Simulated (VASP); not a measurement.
Runs of VASP 6.6.1 on Sn. The structure is that of space group I4_1/amd (No. 141), or close to it. The cells are those of the table. 

| cell | gap on the mesh (eV) | pressure (GPa) |
| --- | --- | --- |
| a = 4.900, b = 4.900, c = 4.590 Å, angles 62.1, 62.1, 55.9°, 2 atoms | none | -3.1 |
| a = 4.855, b = 4.855, c = 4.590 Å, angles 61.8, 61.8, 56.4°, 2 atoms | none | -2.6 |
| a = 4.765, b = 4.765, c = 4.590 Å, angles 61.2, 61.2, 57.6°, 2 atoms | none | -1.5 |
| a = 4.505, b = 4.505, c = 4.590 Å, angles 59.4, 59.4, 61.3°, 2 atoms | - | (a) |

Alike in all rows: task single point; level r2SCAN; potentials or basis VASP PAW PBE potentials, release 64 (Sn_d); no spin polarisation; k mesh 12 × 12 × 12; cutoff (eV) 520; smearing gaussian 0.15 eV.

Task: Estimate the missing entries.

Result: (a) 3.7.

Caveats: the PAW data sets were made with another functional, which shifts forces and pressure a little; spin-orbit coupling is left out, which moves the levels of the heavy elements; the cell stands under tension (at least some runs); the cell stands under pressure (at least some runs).

A k mesh can miss the band edges, and the runs leave out spin-orbit coupling on Sn.

A gap of «none» marks levels without a gap at the run's occupations.
